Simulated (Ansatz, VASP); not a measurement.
This is a calculation of Mg for Ansatz 0.2.0.

input.yaml

```yaml
crystal:
  lattice:
    - [3.1659257641, 0.0, 0.0]
    - [-1.582962882, 2.7417721382, 0.0]
    - [0.0, 0.0, 5.1398819084]
  atoms:
    - { symbol: Mg, position: [0.6666666667, 0.3333333333, 0.75] }
    - { symbol: Mg, position: [0.3333333333, 0.6666666667, 0.25] }
hamiltonian:
  xc: rpbe
  pseudopotentials: { kind: paw }
  dispersion: d4
kpoints:
  mp_grid: { grid: [10, 10, 5] }
scf:
  occupations: { method: fermi_dirac, width: 0.05 }
output:
  forces: true
  stress: true
  eigenvalues: true
```

Potentials or basis: Ansatz PAW.

Run with:

```bash
$ ansatz run input.yaml --threads 2 --pin off --max-ram 5120MiB --backend cpu --events-out ev --progress --plain --runs-dir out
```

Task: Set up the same calculation for VASP 6.6.1. Potentials there: VASP PAW PBE potentials, release 64 (Mg).

Result: As run (the cutoff follows the program's own potentials):

The input INCAR:

```
SYSTEM = Mg
PREC = Accurate
ENCUT = 520
EDIFF = 1E-6
ISMEAR = -1
SIGMA = 0.05
LREAL = .False.
LASPH = .True.
NELM = 100
ALGO = Fast
ISIF = 2
LWAVE = .False.
LCHARG = .True.
GGA = RP
IVDW = 13
LELF = .True.
LVHAR = .True.
NBANDS = 9
```

Contents of KPOINTS:

```
regular mesh
0
Gamma
  10 10 5
  0 0 0
```

The input POSCAR:

```
Mg
1.0
    3.1659257641      0.0000000000      0.0000000000
   -1.5829628820      2.7417721382      0.0000000000
    0.0000000000      0.0000000000      5.1398819084
Mg
2
Direct
    0.6666666667      0.3333333333      0.7500000000
    0.3333333333      0.6666666667      0.2500000000
```

Potentials or basis: VASP PAW PBE potentials, release 64 (Mg).

Run with:

```bash
$ cat potpaw_PBE.64/Mg/POTCAR > POTCAR
$ mpirun -np 1 vasp_std > vasp.out
```

Both were run:

|  | VASP | Ansatz | Ansatz less VASP |
| --- | --- | --- | --- |
| gap on the k mesh at the Fermi level (eV) | none | none | - |
| pressure (GPa) | 1.2 | 1.4 | +0.21 |
| traceless stress, the component that is largest in VASP (GPa) | 0.67 | 0.67 | -0.003 |

VASP's potentials were made for PBE, not for RPBE. A gap of «none» marks a metal or a gap that the smearing closes. VASP's potentials hold 4 valence electrons a cell and Ansatz's 20, so a difference there can come from the potentials and not from the codes.
